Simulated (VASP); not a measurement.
# HgTe (I-4m2) in VASP: a series of runs, part 2 of 2

VASP 6.6.1. Earlier steps stand in the parts before.

### 3 Single point, PBEsol (strain -0.040 along x and y, +0.040 along z)

Input file INCAR:

```
  PREC = Accurate
  ENCUT = 520
  EDIFF = 1E-6
  ISMEAR = 0
  SIGMA = 0.15
  LREAL = False
  LASPH = True
  NELM = 60
  ALGO = Normal
  ISIF = 2
  LWAVE = False
  LCHARG = False
  GGA = PS
  NBANDS = 16
```

Input file KPOINTS:

```
Automatic mesh
0
Gamma
  14 14 14
```

Input file POSCAR:

```
HgTe
1.0
    0.0000000000      3.0945600000      3.3524400000
    3.0945600000      0.0000000000      3.3524400000
    3.0945600000      3.0945600000      0.0000000000
Hg Te
1 1
Direct
    0.0000000000      0.0000000000      0.0000000000
    0.7500000000      0.7500000000      0.7500000000
```

Potentials or basis: VASP PAW PBE potentials, release 64 (Hg, Te).

The run is started by

```console
> cat potpaw_PBE.64/Hg/POTCAR potpaw_PBE.64/Te/POTCAR > POTCAR
> mpirun -np 1 vasp_std > vasp.out
```

OUTCAR:

```text
PREC = Accurate
   ENCUT = 520
   EDIFF = 1E-6
   ISMEAR = 0
   LREAL = False
   LASPH = True
   NELM = 60
   ISIF = 2
   GGA = PS

 ion  position               nearest neighbor table
   1  0.000  0.000  0.000-   2 2.76   2 2.76   2 2.76   2 2.76
   2  0.750  0.750  0.750-   1 2.76   1 2.76   1 2.76   1 2.76

  LATTYP: Found a body centered tetragonal cell.
 ALAT       =     4.3763687216
 C/A-ratio  =     1.5320646926

  Lattice vectors:

 A1 = (  -3.0945600000,   0.0000000000,   3.3524400000)
 A2 = (   3.0945600000,   0.0000000000,   3.3524400000)
 A3 = (   0.0000000000,   3.0945600000,  -3.3524400000)

Analysis of symmetry for initial positions (statically):
=====================================================================
 Subroutine PRICEL returns:
 Original cell was already a primitive cell.

 Routine SETGRP: Setting up the symmetry group for a
 body centered tetragonal supercell.

 Subroutine GETGRP returns: Found  8 space group operations
 (whereof  8 operations were pure point group operations)
 out of a pool of 16 trial point group operations.

The static configuration has the point symmetry D_2d.
[... 161 lines left out ...]

 E-fermi :   3.6902     XC(G=0):  -9.1756

 val. band max:        3.5950785363   @ k =   0.0000   0.0000   0.0000
 cond. band min:       3.8937932958   @ k =   0.0714  -0.0000   0.0000
 fundamental gap:      0.2987147594
 Fermi energy:         3.6901978718

 k-point     1 :       0.0000    0.0000    0.0000
  band No.  band energies     occupation
      1      -8.8921      2.00000
      2      -4.1578      2.00000
      3      -4.1327      2.00000
      4      -4.1327      2.00000
      5      -3.5860      2.00000
      6      -3.5171      2.00000
[... 433 lines left out ...]
      3      -4.0013      2.00000
      4      -3.9723      2.00000
      5      -3.6126      2.00000
      6      -3.5059      2.00000
[... 8 lines left out ...]
     15      12.4850      0.00000
     16      13.1307      0.00000

 [... further k-points ...]

------------------------ aborting loop because EDIFF is reached ----------------------------------------

  FORCE on cell =-STRESS in cart. coord.  units (eV):
  Direction    XX          YY          ZZ          XY          YZ          ZX
  --------------------------------------------------------------------------------------
  -------------------------------------------------------------------------------------
  Total        1.6235710      1.6235710      1.1111387      0.0000000     -0.0000000     -0.0000000
  in kB       40.5128722     40.5128722     27.7261802      0.0000000     -0.0000000     -0.0000000
  external PRESSURE =      36.2506415 kB  Pullay stress =       0.0000000 kB

 VOLUME and BASIS-vectors are now :
 -----------------------------------------------------------------------------
  energy-cutoff  :      520.00
  volume of cell :       64.21
      direct lattice vectors                 reciprocal lattice vectors
     0.000000000  3.094560000  3.352440000    -0.161573859  0.161573859  0.149145100
     3.094560000  0.000000000  3.352440000     0.161573859 -0.161573859  0.149145100
     3.094560000  3.094560000  0.000000000     0.161573859  0.161573859 -0.149145100

 POSITION                                       TOTAL-FORCE (eV/Angst)
 -----------------------------------------------------------------------------------
      0.00000      0.00000      0.00000         0.000000      0.000000      0.000000
      4.64184      4.64184      5.02866        -0.000000     -0.000000     -0.000000
 -----------------------------------------------------------------------------------
    total drift:                               -0.000000     -0.000000     -0.000000

  FREE ENERGIE OF THE ION-ELECTRON SYSTEM (eV)
  ---------------------------------------------------
  free  energy   TOTEN  =        -4.3100267818 eV

  energy  without entropy=       -4.3098093184  energy(sigma->0) =       -4.30991805
```

Wall time 3.8 min (1 thread of Intel Xeon Platinum 8488C (Sapphire Rapids), shared host); peak memory 0.4 GiB.

Results:

| Property | Result |
| --- | --- |
| Free energy | -4.3100 eV |
| Pressure | 3.6 GPa |
| Band gap on the k mesh | zero (filled and empty bands touch) |

Levels at points of the mesh, in eV from the Fermi level:
| k point | band 7 | band 8 | band 9 | band 10 | band 11 | band 12 |
| --- | --- | --- | --- | --- | --- | --- |
| (0.00, 0.00, 0.00) | -0.90 | -0.44 | -0.10 | -0.10 | 3.93 | 3.93 |
| (0.50, 0.00, 0.00) | -6.05 | -1.50 | -1.08 | 0.39 | 4.57 | 4.98 |
| (0.50, 0.50, 0.00) | -6.20 | -2.46 | -2.46 | 2.02 | 2.33 | 7.71 |
| (0.50, 0.00, 0.50) | -5.78 | -2.91 | -2.70 | 1.42 | 1.93 | 8.22 |

Caveat: the cell differs from its parent crystal (strain -0.040 along x and y, +0.040 along z); the cell stands under pressure; semilocal functionals underestimate gaps, so a narrow gap can read as zero; the PAW data sets were made with another functional, which shifts forces and pressure a little; spin-orbit coupling is left out, which moves the levels of the heavy elements.

### 4 Single point, PBEsol (strain +0.000 along x and y, -0.040 along z)

Input file INCAR:

```
ALGO     = Normal         # electronic algorithm
EDIFF    = 1E-6           # SCF threshold, eV
ENCUT    = 520            # plane-wave cutoff, eV
GGA      = PS             # functional
ISIF     = 2              # what is computed and relaxed
ISMEAR   = 0              # smearing method
LASPH    = True           # aspherical terms in the spheres
LCHARG   = False          # write CHGCAR
LREAL    = False          # projectors in reciprocal space
LWAVE    = False          # write WAVECAR
NBANDS   = 16             # bands
NELM     = 80             # most SCF steps
PREC     = Accurate       # precision mode
SIGMA    = 0.15           # smearing width, eV
```

Input file KPOINTS:

```
k-points
0
Gamma
  14 14 14
```

Input file POSCAR:

```
HgTe
1.0
    0.0000000000      3.2235000000      3.0945600000
    3.2235000000      0.0000000000      3.0945600000
    3.2235000000      3.2235000000      0.0000000000
Hg Te
1 1
Direct
    0.0000000000      0.0000000000      0.0000000000
    0.7500000000      0.7500000000      0.7500000000
```

The run is started by

```console
> cat potpaw_PBE.64/Hg/POTCAR potpaw_PBE.64/Te/POTCAR > POTCAR
> mpirun -np 1 vasp_std > vasp.out
```

Wall time 4.1 min (1 thread of Intel Xeon Platinum 8488C (Sapphire Rapids), shared host); peak memory 0.4 GiB.

It converged, with:

```yaml
Free_energy: -4.3225 eV
Pressure: 3.6 GPa
```

Stress tensor (GPa, compression positive):
```
3.47 0.00 0.00
0.00 3.47 0.00
0.00 0.00 3.95
```

Levels at points of the mesh, in eV from the Fermi level:
| k point | band 7 | band 8 | band 9 | band 10 | band 11 | band 12 |
| --- | --- | --- | --- | --- | --- | --- |
| (0.00, 0.00, 0.00) | -0.84 | -0.20 | -0.20 | -0.06 | 3.95 | 3.95 |
| (0.50, 0.00, 0.00) | -6.01 | -1.34 | -1.14 | 0.48 | 4.67 | 4.92 |
| (0.50, 0.50, 0.00) | -5.75 | -2.77 | -2.77 | 1.46 | 1.98 | 8.32 |
| (0.50, 0.00, 0.50) | -5.95 | -2.64 | -2.54 | 1.77 | 2.17 | 8.04 |

Caveat: the cell differs from its parent crystal (strain +0.000 along x and y, -0.040 along z); the cell stands under pressure; the PAW data sets were made with another functional, which shifts forces and pressure a little; spin-orbit coupling is left out, which moves the levels of the heavy elements.

### 5 The runs side by side

| cell | gap on the mesh (eV) | pressure (GPa) |
| --- | --- | --- |
| a = 4.658, b = 4.658, c = 4.923 Å, angles 58.1, 58.1, 63.8°, 2 atoms | 0.11 | -2.9 |
| a = 4.562, b = 4.562, c = 4.376 Å, angles 61.3, 61.3, 57.3°, 2 atoms | none | 3.6 |
| a = 4.468, b = 4.468, c = 4.559 Å, angles 59.3, 59.3, 61.3°, 2 atoms | - | 3.6 |

Alike in all rows: task single point; level PBEsol; potentials or basis VASP PAW PBE potentials, release 64 (Hg, Te); no spin polarisation; k mesh 14 × 14 × 14; cutoff (eV) 520; smearing gaussian 0.15 eV.

Caveats: the PAW data sets were made with another functional, which shifts forces and pressure a little; spin-orbit coupling is left out, which moves the levels of the heavy elements; the cell stands under pressure (at least some runs); semilocal functionals underestimate gaps, so a narrow gap can read as zero (at least some runs).

Total energies depend on the potentials used, so only differences within one code and one set of settings carry meaning.
